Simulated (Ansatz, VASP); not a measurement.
CdTe in VASP and in Ansatz

Contents of POSCAR:

```
CdTe
1.0
    0.0000000000      3.2799551146      3.2799551146
    3.2799551146      0.0000000000      3.2799551146
    3.2799551146      3.2799551146      0.0000000000
Cd Te
1 1
Direct
    0.0000000000      0.0000000000      0.0000000000
    0.2500000000      0.2500000000      0.2500000000
```

Contents of INCAR.step1:

```
SYSTEM = CdTe
  PREC = Accurate
  ENCUT = 520
  ISMEAR = 0
  SIGMA = 0.01
  LREAL = .False.
  LASPH = .True.
  NELM = 60
  NBANDS = 16
  GGA = PE
  ALGO = Normal
  EDIFF = 1E-4
  LWAVE = .True.
  LCHARG = .False.
```

The input INCAR.step2:

```
SYSTEM = CdTe
  PREC = Accurate
  ENCUT = 520
  EDIFF = 1E-7
  ISMEAR = 0
  SIGMA = 0.01
  LREAL = .False.
  LASPH = .True.
  NELM = 60
  ALGO = Normal
  ISIF = 2
  LWAVE = .False.
  LCHARG = .False.
  METAGGA = R2SCAN
  LMIXTAU = .True.
  NBANDS = 16
  ISTART = 1
```

KPOINTS

```
regular mesh
0
Gamma
  6 6 6
  0 0 0
```

Input for Ansatz:

```yaml
crystal:
  lattice:
    - [0.0, 3.2799551146, 3.2799551146]
    - [3.2799551146, 0.0, 3.2799551146]
    - [3.2799551146, 3.2799551146, 0.0]
  atoms:
    - { symbol: Cd, position: [0.0, 0.0, 0.0] }
    - { symbol: Te, position: [0.25, 0.25, 0.25] }
kpoints:
  mp_grid: { grid: [6, 6, 6] }
  band_path:
    path:
      - [0.0, 0.0, 0.0]
      - [-0.5, -0.5, 0.0]
      - [-0.375, -0.375, 0.25]
      - [-0.375, 0.0, 0.375]
      - [0.0, 0.0, 0.5]
      - [-0.5, -0.25, 0.25]
    npoints: 1
hamiltonian:
  xc: r2scan
scf:
  occupations: { method: fixed }
  n_extra_bands: 4
output:
  forces: true
  stress: true
  eigenvalues: true
```

Alike in both runs: task single point; functional r2SCAN; k mesh 6 × 6 × 6; no spin polarisation.

|  | VASP | Ansatz |
| --- | --- | --- |
| version | VASP 6.6.1 | Ansatz 0.2.0 |
| potentials or method | VASP PAW PBE potentials, release 64 (Cd, Te) | plane waves, PAW |
| plane-wave cutoff (eV) | 520 | 500 |
| occupations | gaussian, width 0.01 eV | fixed |
| valence electrons in the cell | 18 | 36 |

```csv
,VASP,Ansatz,Ansatz less VASP
gap on the k mesh at the Fermi level (eV),1.15,1.16,+0.008
pressure (GPa),0.1,0.0,-0.10
```

VASP's potentials were made for PBE, not for r2SCAN. VASP's potentials hold 18 valence electrons a cell and Ansatz's 36, so a difference there can come from the potentials and not from the codes.

Neither program's run includes spin-orbit coupling.
